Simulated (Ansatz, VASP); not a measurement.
# Si2Mo: VASP beside Ansatz

File INCAR:

```
SYSTEM = Si2Mo
PREC = Accurate
ENCUT = 520
EDIFF = 1E-7
ISMEAR = 1
SIGMA = 0.1
LREAL = .FALSE.
LASPH = .TRUE.
NELM = 80
ALGO = Normal
ISIF = 2
LWAVE = .FALSE.
LCHARG = .FALSE.
NBANDS = 18
```

The input KPOINTS:

```
regular mesh
0
G
  13 13 13
  0 0 0
```

Contents of POSCAR:

```
Si2Mo
1.0
   -1.6000000000      1.6000000000      3.9305000000
    1.6000000000     -1.6000000000      3.9305000000
    1.6000000000      1.6000000000     -3.9305000000
Si Mo
2 1
Direct
    0.3330000000      0.3330000000      0.0000000000
    0.6670000000      0.6670000000      0.0000000000
    0.0000000000      0.0000000000      0.0000000000
```

Input for Ansatz:

```yaml
crystal:
  lattice:
    - [-1.6, 1.6, 3.9305]
    - [1.6, -1.6, 3.9305]
    - [1.6, 1.6, -3.9305]
  atoms:
    - { symbol: Si, position: [0.333, 0.333, 0.0] }
    - { symbol: Si, position: [0.667, 0.667, 0.0] }
    - { symbol: Mo, position: [0.0, 0.0, 0.0] }
basis:
  ecutwfc: 550.0
kpoints:
  mp_grid:
    grid: [13, 13, 13]
hamiltonian:
  xc: lda
  pseudopotentials:
    kind: paw
scf:
  occupations:
    method: methfessel_paxton
    width: 0.1
output:
  forces: true
```

Alike in both runs: task single point; functional LDA; k mesh 13 × 13 × 13; occupations methfessel-paxton of order 1, width 0.1 eV; no spin polarisation.

|  | VASP | Ansatz |
| --- | --- | --- |
| version | VASP 6.6.1 | Ansatz 0.2.0 |
| potentials or method | VASP PAW LDA potentials, release 64 (Si, Mo_sv), cutoff 520 eV | plane waves, PAW |
| valence electrons in the cell | 22 | 22 |

```csv
,VASP,Ansatz,Ansatz less VASP
rms of the force components (eV/Å),0.173,0.178,+0.0051
```

LDA's correlation is that of Perdew and Zunger in VASP and of Perdew and Wang (1992) in Ansatz. Atom by atom the forces differ by 0.005 eV/Å (rms over components).
